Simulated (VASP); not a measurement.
# TaN (Fm-3m) in VASP: a series of runs, part 2 of 2

VASP 6.6.1.

**3. Single point, PBE (strain -0.025 along x and y, -0.025 along z)**

Input file INCAR:

```
SYSTEM = TaN
ALGO     = Normal         ! electronic algorithm
EDIFF    = 1E-6           ! SCF threshold, eV
ENCUT    = 520            ! plane-wave cutoff, eV
GGA      = PE             ! functional
ISIF     = 2              ! what is computed and relaxed
ISMEAR   = 0              ! smearing method
LASPH    = .True.         ! aspherical terms in the spheres
LCHARG   = .True.         ! write CHGCAR
LELF     = .True.         ! ELF
LREAL    = .False.        ! projectors in reciprocal space
LVHAR    = .True.       
LWAVE    = .False.        ! write WAVECAR
NBANDS   = 15             ! bands
NELM     = 100            ! most SCF steps
PREC     = Accurate       ! precision mode
SIGMA    = 0.15           ! smearing width, eV
```

Input file KPOINTS:

```
k-points
0
Gamma
  18 18 18
  0 0 0
```

Input file POSCAR:

```
TaN
1.0
    0.0000000000      2.1245250000      2.1245250000
    2.1245250000      0.0000000000      2.1245250000
    2.1245250000      2.1245250000      0.0000000000
Ta N
1 1
Direct
    0.5000000000      0.5000000000      0.5000000000
    0.0000000000      0.0000000000      0.0000000000
```

Potentials or basis: VASP PAW PBE potentials, release 64 (Ta_pv, N).

Started as:

```
> cat potpaw_PBE.64/Ta_pv/POTCAR potpaw_PBE.64/N/POTCAR > POTCAR
> mpirun -np 1 vasp_std > vasp.out
```

OUTCAR:

```text
SYSTEM = TaN
   EDIFF = 1E-6
   ENCUT = 520
   GGA = PE
   ISIF = 2
   ISMEAR = 0
   LASPH = .True.
   LREAL = .False.
   NELM = 100
   PREC = Accurate

 ion  position               nearest neighbor table
   1  0.500  0.500  0.500-   2 2.12   2 2.12   2 2.12   2 2.12   2 2.12   2 2.12
   2  0.000  0.000  0.000-   1 2.12   1 2.12   1 2.12   1 2.12   1 2.12   1 2.12

  LATTYP: Found a face centered cubic cell.
 ALAT       =     4.2490500000

  Lattice vectors:

 A1 = (   0.0000000000,   2.1245250000,   2.1245250000)
 A2 = (   2.1245250000,   0.0000000000,   2.1245250000)
 A3 = (   2.1245250000,   2.1245250000,   0.0000000000)

Analysis of symmetry for initial positions (statically):
=====================================================================
 Subroutine PRICEL returns:
 Original cell was already a primitive cell.

 Routine SETGRP: Setting up the symmetry group for a
 face centered cubic supercell.

 Subroutine GETGRP returns: Found 48 space group operations
 (whereof 48 operations were pure point group operations)
 out of a pool of 48 trial point group operations.

The static configuration has the point symmetry O_h .

Analysis of symmetry for dynamics (positions and initial velocities):
=====================================================================
 Subroutine PRICEL returns:
 Original cell was already a primitive cell.

 Routine SETGRP: Setting up the symmetry group for a
 face centered cubic supercell.

 Subroutine GETGRP returns: Found 48 space group operations
 (whereof 48 operations were pure point group operations)
 out of a pool of 48 trial point group operations.

The dynamic configuration has the point symmetry O_h .

 Subroutine INISYM returns: Found 48 space group operations
 (whereof 48 operations are pure point group operations),
 and found     1 'primitive' translations

----------------------------------------------------------------------------------------

                                     Primitive cell

  volume of cell :      19.1785

  direct lattice vectors                    reciprocal lattice vectors
     0.000000000  2.124525000  2.124525000    -0.235346725  0.235346725  0.235346725
     2.124525000  0.000000000  2.124525000     0.235346725 -0.235346725  0.235346725
     2.124525000  2.124525000  0.000000000     0.235346725  0.235346725 -0.235346725

  length of vectors
     3.004532069  3.004532069  3.004532069     0.407632484  0.407632484  0.407632484

  position of ions in fractional coordinates (direct lattice)
     0.500000000  0.500000000  0.500000000
     0.000000000  0.000000000  0.000000000

  ion indices of the primitive-cell ions
   primitive index   ion index
                 1           1
                 2           2

----------------------------------------------------------------------------------------

 KPOINTS: k-points

Automatic generation of k-mesh.
 Grid dimensions read from file:
 generate k-points for:   18   18   18

 Generating k-lattice:

  Cartesian coordinates                     Fractional coordinates (reciprocal lattice)
[... 39 lines left out ...]
 -0.277778  0.055556  0.000000     24.000000
 -0.222222  0.055556  0.000000     24.000000
 [... further k-points ...]
   k-points           NKPTS =    195   k-points in BZ     NKDIM =    195   number of bands    NBANDS=     15
   number of dos      NEDOS =    301   number of ions     NIONS =      2
   total plane-waves  NPLWV =  13824
   dimension x,y,z NGX =    24 NGY =   24 NGZ =   24
   dimension x,y,z NGXF=    48 NGYF=   48 NGZF=   48
   ions per type =               1   1
   NGX,Y,Z   is equivalent  to a cutoff of  13.28, 13.28, 13.28 a.u.
   NGXF,Y,Z  is equivalent  to a cutoff of  26.56, 26.56, 26.56 a.u.
 SYSTEM =  TaN
   PREC   = accura    normal or accurate (medium, high low for compatibility)
   ISTART =      0    job   : 0-new  1-cont  2-samecut
   ICHARG =      2    charge: 1-file 2-atom 10-const
   ISPIN  =      1    spin polarized calculation?
   LNONCOLLINEAR =      F non collinear calculations
   LSORBIT =      F    spin-orbit coupling
   LASPH  =      T    aspherical Exc in radial PAW
   ENCUT  =  520.0 eV  38.22 Ry    6.18 a.u.   5.59  5.59  5.59*2*pi/ulx,y,z
   NELM   =    100;   NELMIN=  2; NELMDL= -5     # of ELM steps
   EDIFF  = 0.1E-05   stopping-criterion for ELM
   LREAL  =      F    real-space projection
   EDIFFG = 0.1E-04   stopping-criterion for IOM
   NSW    =      0    number of steps for IOM
   IBRION =     -1    ionic relax: 0-MD 1-quasi-New 2-CG
   NFREE  =      0    steps in history (QN), initial steepest desc. (CG)
   ISIF   =      2    stress and relaxation
   ISYM   =      2    0-nonsym 1-usesym 2-fastsym
   POTIM  = 0.5000    time-step for ionic-motion
   TEBEG  =    0.0;   TEEND  =   0.0 temperature during run
   PSTRESS=    0.0 pullay stress
   NELECT =      16.0000    total number of electrons
   NUPDOWN=      -1.0000    fix difference up-down
   EMIN   =  10.00;   EMAX   =-10.00  energy-range for DOS
   EFERMI =   0.00;   METHOD = LEGACY
   ISMEAR =     0;   SIGMA  =   0.15  broadening in eV -4-tet -1-fermi 0-gaus
   EFERMI_NEDOS =   21; number of points for ismear=-14 and -15
   IALGO  =     38    algorithm
   IMIX   =      4    mixing-type and parameters
     AMIX     =   0.40;   BMIX     =  1.00
     AMIX_MAG =   1.60;   BMIX_MAG =  1.00
  volume/ion in A,a.u.               =       9.59        64.71
  Fermi-wavevector in a.u.,A,eV,Ry     =   1.541143  2.912338 32.315500  2.375122
  Thomas-Fermi vector in A             =   2.647131
   LORBIT       =      0    0 simple, 1 ext, 2 COOP (PROOUT), +10 PAW based schemes
   GGA     = PE    functional components
   LHFCALC =     F    Hartree Fock is set to
   AEXX    =    0.0000 exact exchange contribution
   IVDW    =     0    specifies the selected vdW correction
   LEPSILON=     F    determine dielectric tensor
   LRPA    =     F    only Hartree local field effects (RPA)
 non-spin polarized calculation
 Gauss-broadening in eV      SIGMA  =   0.15
  energy-cutoff  :      520.00
  volume of cell :       19.18
 maximum number of plane-waves:       534
   NGX = 11   NGY = 11   NGZ = 11

 number of electron      15.9999999 magnetization

 Free energy of the ion-electron system (eV)
  ---------------------------------------------------
  ext. energy  EPLUGINS =         0.00000000
  ---------------------------------------------------
  free energy    TOTEN  =       -21.48458944 eV

  energy without entropy =      -21.47598041  energy(sigma->0) =      -21.48028492

 E-fermi :  10.7713     XC(G=0): -14.0190

 val. band max:       10.7664021722   @ k =   0.2778   0.0556   0.0000
 cond. band min:      10.8030259859   @ k =  -0.3333   0.1667   0.0556
 fundamental gap:      0.0366238137
 Fermi energy:        10.7713105382

 k-point     1 :       0.0000    0.0000    0.0000
  band No.  band energies     occupation
      1     -24.8165      2.00000
      2     -24.8165      2.00000
      3     -24.8165      2.00000
      4      -8.9711      2.00000
      5       6.6300      2.00000
      6       6.6300      2.00000
      7       6.6300      2.00000
      8       8.3427      2.00000
      9       8.3427      2.00000
     10       8.3427      2.00000
     11      10.8430      0.49896
     12      10.8430      0.49895
     13      13.2208      0.00000
     14      20.1967      0.00000
[... 401 lines left out ...]
      2     -24.9141      2.00000
      3     -24.8540      2.00000
      4      -7.4145      2.00000
      5       2.5686      2.00000
      6       3.7114      2.00000
      7       4.1943      2.00000
      8       9.6972      2.00000
      9       9.8445      2.00000
     10      10.9277      0.14027
     11      14.0981      0.00000
     12      15.7635      0.00000
     13      16.2305      0.00000
     14      23.3554      0.00000
     15      23.9732      0.00000

 [... further k-points ...]

------------------------ aborting loop because EDIFF is reached ----------------------------------------

  FORCE on cell =-STRESS in cart. coord.  units (eV):
  Direction    XX          YY          ZZ          XY          YZ          ZX
  --------------------------------------------------------------------------------------
  -------------------------------------------------------------------------------------
  Total        6.1090399      6.1090399      6.1090399      0.0000000      0.0000000      0.0000000
  in kB      510.3498727    510.3498727    510.3498727      0.0000000      0.0000000      0.0000000
  external PRESSURE =     510.3498727 kB  Pullay stress =       0.0000000 kB

 VOLUME and BASIS-vectors are now :
 -----------------------------------------------------------------------------
  energy-cutoff  :      520.00
  volume of cell :       19.18
      direct lattice vectors                 reciprocal lattice vectors
     0.000000000  2.124525000  2.124525000    -0.235346725  0.235346725  0.235346725
     2.124525000  0.000000000  2.124525000     0.235346725 -0.235346725  0.235346725
     2.124525000  2.124525000  0.000000000     0.235346725  0.235346725 -0.235346725

 POSITION                                       TOTAL-FORCE (eV/Angst)
 -----------------------------------------------------------------------------------
      2.12453      2.12453      2.12453         0.000000      0.000000     -0.000000
      0.00000      0.00000      0.00000         0.000000     -0.000000      0.000000
 -----------------------------------------------------------------------------------
    total drift:                                0.000000     -0.000000     -0.000000

  FREE ENERGIE OF THE ION-ELECTRON SYSTEM (eV)
  ---------------------------------------------------
  free  energy   TOTEN  =       -21.4845894389 eV

  energy  without entropy=      -21.4759804103  energy(sigma->0) =      -21.48028492
```

Wall time 23 s (1 thread of Intel Xeon 6975P-C (Granite Rapids), shared host); peak memory 0.18 GiB.

Results:

```
Free energy            : -21.4846 eV
Pressure               : 51.0 GPa
Band gap on the k mesh : zero (bands 8 and 9 overlap by 4.66 eV)
```

Caveat: the cell differs from its parent crystal (strain -0.025 along x and y, -0.025 along z); the cell stands under pressure; spin-orbit coupling is left out, which moves the levels of the heavy elements.

**4. Single point, PBE (strain +0.025 along x and y, +0.025 along z)**

Input file INCAR:

```
PREC = Accurate
ENCUT = 520
EDIFF = 1E-6
ISMEAR = 0
SIGMA = 0.15
LREAL = False
LASPH = True
NELM = 100
ALGO = Normal
ISIF = 2
LWAVE = False
LCHARG = False
GGA = PE
NBANDS = 15
```

Input file KPOINTS:

```
regular mesh
0
Gamma
  18 18 18
```

Input file POSCAR:

```
TaN
1.0
    0.0000000000      2.2334750000      2.2334750000
    2.2334750000      0.0000000000      2.2334750000
    2.2334750000      2.2334750000      0.0000000000
Ta N
1 1
Direct
    0.5000000000      0.5000000000      0.5000000000
    0.0000000000      0.0000000000      0.0000000000
```

Started as:

```
> cat potpaw_PBE.64/Ta_pv/POTCAR potpaw_PBE.64/N/POTCAR > POTCAR
> mpirun -np 1 vasp_std > vasp.out
```

Run time: 21 s. Hardware: 1 thread of Intel Xeon 6975P-C (Granite Rapids), shared host; peak memory 0.18 GiB.

It converged, with:

```
Free energy            : -21.8118 eV
Pressure               : -9.6 GPa
Band gap on the k mesh : zero (bands 8 and 9 overlap by 3.74 eV)
```

Levels at points of the mesh, in eV from the Fermi level:
| k point | band 6 | band 7 | band 8 | band 9 | band 10 | band 11 |
| --- | --- | --- | --- | --- | --- | --- |
| (0.00, 0.00, 0.00) | -3.70 | -3.70 | -1.99 | -1.99 | -1.99 | 0.05 |
| (0.50, 0.00, 0.00) | -7.25 | -7.25 | 1.75 | 1.75 | 1.84 | 3.67 |
| (0.50, 0.50, 0.00) | -5.16 | -4.53 | -4.53 | 1.96 | 3.28 | 3.28 |

Caveat: the cell differs from its parent crystal (strain +0.025 along x and y, +0.025 along z); the cell stands under tension; spin-orbit coupling is left out, which moves the levels of the heavy elements.

**5. Single point, PBE (strain +0.050 along x and y, +0.050 along z)**

Input file INCAR:

```
ALGO = Normal
EDIFF = 1E-7
ENCUT = 520
GGA = PE
ISIF = 2
ISMEAR = 0
LASPH = True
LCHARG = False
LREAL = False
LWAVE = False
NBANDS = 15
NELM = 60
PREC = Accurate
SIGMA = 0.15
```

Input file KPOINTS:

```
k-points
0
Gamma
  18 18 18
```

Input file POSCAR:

```
TaN
1.0
    0.0000000000      2.2879500000      2.2879500000
    2.2879500000      0.0000000000      2.2879500000
    2.2879500000      2.2879500000      0.0000000000
Ta N
1 1
Direct
    0.5000000000      0.5000000000      0.5000000000
    0.0000000000      0.0000000000      0.0000000000
```

Started as:

```
> cat potpaw_PBE.64/Ta_pv/POTCAR potpaw_PBE.64/N/POTCAR > POTCAR
> mpirun -np 1 vasp_std > vasp.out
```

Wall time 23 s (1 thread of Intel Xeon 6975P-C (Granite Rapids), shared host); peak memory 0.19 GiB.

Results (log left out):

- Free energy: -21.6149 eV
- Pressure: -27.1 GPa
- Band gap on the k mesh: zero (bands 8 and 9 overlap by 3.35 eV)

Levels at points of the mesh, in eV from the Fermi level:
```csv
k point,band 6,band 7,band 8,band 9,band 10,band 11
"(0.00, 0.00, 0.00)",-3.47,-3.47,-1.80,-1.80,-1.80,0.04
"(0.50, 0.00, 0.00)",-6.74,-6.74,1.55,1.55,1.64,3.46
"(0.50, 0.50, 0.00)",-4.69,-4.32,-4.32,1.75,2.91,2.91
```

Caveat: the cell differs from its parent crystal (strain +0.050 along x and y, +0.050 along z); the cell stands under tension; spin-orbit coupling is left out, which moves the levels of the heavy elements.

**6. The runs side by side**

| cell | gap on the mesh (eV) | pressure (GPa) |
| --- | --- | --- |
| a = 2.927 Å, angles 60.0°, 2 atoms | none | 100.4 |
| a = 3.005 Å, angles 60.0°, 2 atoms | none | 51.0 |
| a = 3.159 Å, angles 60.0°, 2 atoms | none | -9.6 |
| a = 3.236 Å, angles 60.0°, 2 atoms | none | -27.1 |

Alike in all rows: task single point; level PBE; potentials or basis VASP PAW PBE potentials, release 64 (Ta_pv, N); no spin polarisation; k mesh 18 × 18 × 18; cutoff (eV) 520; smearing gaussian 0.15 eV.

Caveats: spin-orbit coupling is left out, which moves the levels of the heavy elements; the cell stands under pressure (at least some runs); the cell stands under tension (at least some runs).

Absolute energies hang on the potentials; compare differences alone.
